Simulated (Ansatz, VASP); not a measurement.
# TiTe2 in VASP and in Ansatz

```
Ti Te
1.0
     0.00000    3.44012    3.44012
     3.44012    0.00000    3.44012
     3.44012    3.44012    0.00000
Ti Te
1 2
Direct
  0.00000 0.00000 0.00000
  0.25000 0.25000 0.25000
  0.75000 0.75000 0.75000
```

Alike in both runs: task single point; functional r2SCAN; k mesh 6 × 6 × 6; occupations fermi-dirac, width 0.02 eV; no spin polarisation.

|  | VASP | Ansatz |
| --- | --- | --- |
| version | VASP 6.6.1 | Ansatz 0.2.0 |
| potentials or method | VASP PAW PBE potentials, release 64 (Ti_sv, Te) | plane waves, PAW |
| plane-wave cutoff (eV) | 520 | 500 |
| valence electrons in the cell | 24 | 44 |

```csv
,VASP,Ansatz,Ansatz less VASP
pressure (GPa),0.1,0.0,-0.11
```

VASP's potentials were made for PBE, not for r2SCAN. The functional is the same, so the differences come from potentials, cutoffs and numerics. VASP's potentials hold 24 valence electrons a cell and Ansatz's 44, so a difference there can come from the potentials and not from the codes.

Neither program's run includes spin-orbit coupling.
